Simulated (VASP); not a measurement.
Here is a VASP 6.6.1 calculation.

Contents of INCAR:

```
PREC = Accurate
ENCUT = 910
EDIFF = 1E-6
ISMEAR = -1
SIGMA = 0.05
LREAL = Auto
LASPH = T
NELM = 120
ALGO = Normal
ISIF = 2
LWAVE = F
LCHARG = T
GGA = PE
LELF = T
LVHAR = T
NBANDS = 72
GGA_COMPAT = F
```

KPOINTS

```
regular mesh
0
Gamma
  1 1 1
```

The input POSCAR:

```
H3C2N
1.0
    8.0517480000      0.0000000000      0.0000000000
    0.0000000000      8.0517480000      0.0000000000
    0.0000000000      0.0000000000      8.0517480000
C N H
12 6 18
Direct
    0.6867204488      0.2295774781      0.9232280990
    0.7940511799      0.2945571570      0.7900396287
    0.4837086307      0.3305866006      0.3653740778
    0.5076910008      0.1710932831      0.4559631027
    0.1607849625      0.8666441126      0.4481759737
    0.0514422458      0.9009223836      0.5847674319
    0.0871115191      0.6213681799      1.0199648573
    0.2604030827      0.5928526327      0.9836125025
    0.3148260477      0.0481758744     -0.0676623262
    0.1853137977      0.1210172002      0.0475424715
    0.6988544599      0.7001709442      0.6118298784
    0.7562084655      0.6919367074      0.4384389576
    0.8887883724      0.3454405180      0.6957495441
    0.5115410964      0.0434564023      0.5228678294
   -0.0280187606      0.9229424468      0.7022574477
    0.3981868285      0.5890397961      0.9441179729
    0.0856087399      0.1693421106      0.1367404941
    0.7872948830      0.6848699189      0.2983575740
    0.5652933996      0.2988791999      0.9275625616
    0.6553980577      0.0989847174      0.8947622305
    0.7471172719      0.2246468717      1.0403952036
    0.5750552551      0.4257088026      0.4119353959
    0.4867266089      0.3246996801      0.2318378568
    0.3604310517      0.3827243476      0.3821778824
    0.1188685985      0.9196139770      0.3307853152
    0.2871798770      0.9167947134      0.4654765648
    0.1885925888      0.7293944122      0.4427734201
    0.0091036133      0.5902817624      0.9085604766
    0.0306393096      0.5465272882      1.1305247010
    0.0643090171      0.7486697299      1.0391035586
    0.3441488730      0.1439314792     -0.1686341897
    0.4309995792      0.0053156159     -0.0091781313
    0.2627752384     -0.0591796961     -0.1292390174
    0.7465708067      0.5818612306      0.6788588018
    0.7358650569      0.8222686552      0.6575094004
    0.5676655554      0.6653834670      0.5986153566
```

Potentials or basis: VASP PAW PBE potentials, release 64 (C_h, N_h, H_h).

Launch:

```console
$ cat potpaw_PBE.64/C_h/POTCAR potpaw_PBE.64/N_h/POTCAR potpaw_PBE.64/H_h/POTCAR > POTCAR
$ mpirun -np 1 vasp_gam > vasp.out
```

(1) What does it give for the largest force?

(2) Estimate the pressure.

Answers

(1) 3.923 eV/Å.

(2) 0.0 GPa.

Caveat: the k points lie up to 0.78 Å⁻¹ apart; the cutoff is under 1.25 times the usual one of these potentials, so pressure, stress and relaxed cells hold a basis-set (Pulay) error.
